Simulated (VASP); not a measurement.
Wanted: the native input for a VASP 6.6.1 run.

| Property | Result |
| --- | --- |
| Task | single point |
| Functional | LDA |
| Potentials or basis | VASP PAW LDA potentials, release 64 (Ga_d, P) |
| Cutoff | 500 eV |
| k mesh | 6 × 6 × 6 |
| Occupations | gaussian, width 0.05 eV |
| Spin | no spin polarisation |
| Dipole correction | no |
| Further INCAR settings | ALGO = Normal; EDIFF = 1e-06; NBANDS = 16 |

The structure of GaP lies in POSCAR:

```
GaP
1.0
    0.0000000000      2.7598497568      2.7598497568
    2.7598497568      0.0000000000      2.7598497568
    2.7598497568      2.7598497568      0.0000000000
Ga P
1 1
Direct
    0.0000000000      0.0000000000      0.0000000000
    0.2500000000      0.2500000000      0.2500000000
```

The input as run:

INCAR

```
SYSTEM = GaP
PREC = Accurate
ENCUT = 500
EDIFF = 1E-6
ISMEAR = 0
SIGMA = 0.05
LREAL = .False.
LASPH = .True.
NELM = 120
ALGO = Normal
ISIF = 2
LWAVE = .False.
LCHARG = .False.
GGA = CA
NBANDS = 16
GGA_COMPAT = .False.
```

KPOINTS

```
Automatic mesh
0
Gamma
  6 6 6
  0 0 0
```

Potentials or basis: VASP PAW LDA potentials, release 64 (Ga_d, P).

Launch:

```console
$ cat potpaw_LDA.64/Ga_d/POTCAR potpaw_LDA.64/P/POTCAR > POTCAR
$ mpirun -np 1 vasp_std > vasp.out
```

Results of the run:

- Pressure: -5.4 GPa
- Band gap on the k mesh: 1.32 eV, direct

Wall time 6.6 s on 1 thread of AMD EPYC 7R13 Processor (Zen 3), with other jobs on the host, peak memory 0.11 GiB.
